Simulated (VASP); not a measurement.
Crystal: Cd2Se3S.

```
CELL_PARAMETERS angstrom
3.23205 1.86602 4.42286
-3.23205 1.86602 4.42286
0.00000 -3.73205 4.42286
ATOMIC_POSITIONS crystal
Cd 0.81615 0.81615 0.81615
Cd 0.18385 0.18385 0.18385
Se 0.50000 0.50000 0.00000
Se 0.00000 0.50000 0.50000
Se 0.50000 0.00000 0.50000
S 0.00000 0.00000 0.00000
```

The cell was built from a structure type or drawn by symmetry, and may not be a known phase.

| Quantity | Value |
| --- | --- |
| Program | VASP 6.6.1 |
| Task | relaxation of cell and atoms |
| Functional | PBE |
| Potentials or basis | VASP PAW PBE potentials, release 64 (Cd, Se, S) |
| Cutoff | 600 eV |
| k mesh | 6 × 6 × 6 |
| Occupations | gaussian, width 0.1 eV |
| Spin | no spin polarisation |

At the start: pressure 0.1 GPa; volume 26.67 Å³/atom.

Task: Where does the relaxation end?

Result: Over 16 steps the energy falls by 8.3 meV/atom and the volume is 25.54 Å³/atom (-4.3 %); space group R-3m (No. 166, to 0.1 Å) before and after.

Step by step:
```csv
step,energy change (eV),largest force (eV/Å),pressure (GPa),volume (Å³)
1,0.0000,0.0386,0.08,160.05
2,-0.0094,0.0926,-0.25,160.34
3,-0.0120,0.1353,-0.53,160.60
4,-0.0196,0.1269,-0.15,158.53
5,-0.0245,0.1039,0.69,154.46
6,-0.0272,0.0863,0.70,154.01
7,-0.0329,0.0334,0.79,152.63
8,-0.0374,0.0796,1.10,149.79
9,-0.0373,0.0244,0.93,151.20
10,-0.0385,0.0512,1.01,150.52
11,-0.0472,0.0617,0.43,151.69
12,-0.0480,0.0659,0.20,152.19
13,-0.0486,0.0549,0.15,152.43
14,-0.0496,0.0219,0.01,153.13
15,-0.0496,0.0175,-0.01,153.23
16,-0.0496,0.0088,0.00,153.21
```

Final structure:
```xyz
6
Lattice="3.0695 1.7722 4.6943 -3.0695 1.7722 4.6943 0.0000 -3.5444 4.6943" Properties=species:S:1:pos:R:3 pbc="T T T"
Cd    0.0000    0.0000   11.5638
Cd    0.0000    0.0000    2.5190
Se    0.0000    1.7722    4.6943
Se   -1.5348   -0.8861    4.6943
Se    1.5348   -0.8861    4.6943
S     0.0000    0.0000    0.0000
```
